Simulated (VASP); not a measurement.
Runs of VASP 6.6.1 on YNbSe3. The structure is that of space group Pm-3m (No. 221), or close to it. The cells are those of the table. The cell was generated, and may not be a known phase.

```tsv
task	cell	k mesh	cutoff (eV)	gap on the mesh (eV)	pressure (GPa)	moment (μB)
single point	a = 5.340 Å, 5 atoms	4 × 4 × 4	520	none	0.1	2.14
single point	a = 5.080 Å, 5 atoms	4 × 4 × 4	520	none	(a)	2.19
relaxation of cell and atoms	relaxed from a = 5.080 Å, 5 atoms	4 × 4 × 4	600	-	0.0	2.14
single point	a = 5.345 Å, 5 atoms	8 × 8 × 8	520	none	0.0	2.06
```

Alike in all rows: level PBE; potentials or basis VASP PAW PBE potentials, release 64 (Y_sv, Nb_sv, Se); spin collinear; smearing gaussian 0.1 eV.

Fill in the values left out.

(a) 9.7.

Caveats: the cell stands under pressure (at least some runs); the highest band is partly filled, so the run has too few bands (at least some runs).

A k mesh can miss the band edges, and the runs leave out spin-orbit coupling on Nb, Se, Y.

A gap of «none» marks levels without a gap at the run's occupations.
